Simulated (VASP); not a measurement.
BaTiO3 (Barioperovskite):

```
CELL_PARAMETERS angstrom
3.98550 0.00000 0.00000
0.00000 2.83690 2.84515
0.00000 -2.83690 2.84515
ATOMIC_POSITIONS crystal
Ba 0.00000 0.00000 0.00000
Ti 0.50000 0.51240 0.51240
O 0.50000 0.99184 0.50524
O 0.50000 0.50524 0.99184
O 0.00000 0.48740 0.48740
```

Base run:

* Program: VASP 6.6.1
* Functional: PBEsol
* Potentials or basis: VASP PAW PBE potentials, release 64 (Ba_sv, Ti_sv, O)
* Cutoff: 520 eV
* k mesh: 7 × 7 × 7
* Occupations: fermi-dirac, width 0.05 eV
* Spin: no spin polarisation

Its results: band gap on the k mesh 1.88 eV, indirect (least direct gap 2.01 eV); pressure -2.1 GPa; largest force 0.277 eV/Å.

Q: After a change of settings the same cell gave: band gap on the k mesh 2.33 eV, indirect (least direct gap 2.50 eV); pressure 1.2 GPa; largest force 0.421 eV/Å. Which change was it?
A. hubbard terms from none to Ti d U = 4.0 eV
B. hubbard terms from none to Ti d U = 3.0 eV
C. functional from PBEsol to LDA; potentials or basis from VASP PAW PBE potentials, release 64 (Ba_sv, Ti_sv, O) to VASP PAW LDA potentials, release 64 (Ba_sv, Ti_sv, O)
D. functional from PBEsol to PBE; k mesh from 7 × 7 × 7 to 9 × 9 × 9

A: A.

The U term pushes filled and empty states of the shell apart.

Caveats: the PAW data sets were made with another functional, which shifts forces and pressure a little; spin-orbit coupling is left out, which moves the levels of the heavy elements.
